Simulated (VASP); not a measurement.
A run of VASP 6.6.1:

INCAR

```
PREC = Accurate ; ENCUT = 600
EDIFF = 1E-6 ; ISMEAR = -1
SIGMA = 0.05 ; LREAL = False
LASPH = True ; NELM = 60
ALGO = Normal ; ISIF = 3
LWAVE = False ; LCHARG = False
GGA = CA ; IBRION = 2
NSW = 32 ; EDIFFG = -0.005
PSTRESS = 2400.0
```

Contents of KPOINTS:

```
regular mesh
0
Gamma
  16 16 9
```

File POSCAR:

```
Sn
1.0
    2.6120434819      0.0000000000      0.0000000000
   -1.3060217409      2.2620960111      0.0000000000
    0.0000000000      0.0000000000      4.2137362452
Sn
2
Direct
    0.3333333333      0.6666666667      0.2500000000
    0.6666666667      0.3333333333      0.7500000000
```

Potentials or basis: VASP PAW LDA potentials, release 64 (Sn_d).

Launch:

```sh
$ cat potpaw_LDA.64/Sn_d/POTCAR > POTCAR
$ mpirun -np 1 vasp_std > vasp.out
```

Hardware: 1 thread of Intel Xeon 8259CL (shared host).

**Question.** Estimate the wall time of this run.

**Answer.** Wall time 3.4 min on 1 thread of Intel Xeon 8259CL, on a shared host, peak memory 0.2 GiB. Counts: scf iterations 25, k points 150, ion steps 3.
